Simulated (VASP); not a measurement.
Here is a VASP 6.6.1 calculation.

The input INCAR:

```
PREC = Accurate
ENCUT = 520
EDIFF = 1E-6
ISMEAR = -1
SIGMA = 0.02
LREAL = False
LASPH = True
NELM = 60
ALGO = Normal
ISIF = 2
LWAVE = False
LCHARG = False
GGA = PE
NBANDS = 11
```

The input KPOINTS:

```
Automatic mesh
0
Gamma
  8 8 8
```

File POSCAR:

```
SiC
1.0
    0.0000000000      2.1572100000      2.2232425263
    2.1572100000      0.0000000000      2.2232425263
    2.1572100000      2.1572100000      0.0000000000
Si C
1 1
Direct
    0.0000000000      0.0000000000      0.0000000000
    0.2500000000      0.2500000000      0.2500000000
```

Potentials or basis: VASP PAW PBE potentials, release 64 (Si, C).

Command:

```bash
$ cat potpaw_PBE.64/Si/POTCAR potpaw_PBE.64/C/POTCAR > POTCAR
$ mpirun -np 1 vasp_std > vasp.out
```

Problem. What does it give for the pressure?

Solution. 3.2 GPa.

Problem. Estimate the band gap on the k mesh.

Solution. 1.20 eV, indirect (least direct gap 4.51 eV).

Stress tensor (GPa, compression positive):
```
 5.91  0.00  0.00
 0.00  5.91  0.00
 0.00  0.00 -2.35
```

A k mesh can miss the band edges. PBE gaps usually lie below the measured ones, often by a third to a half.
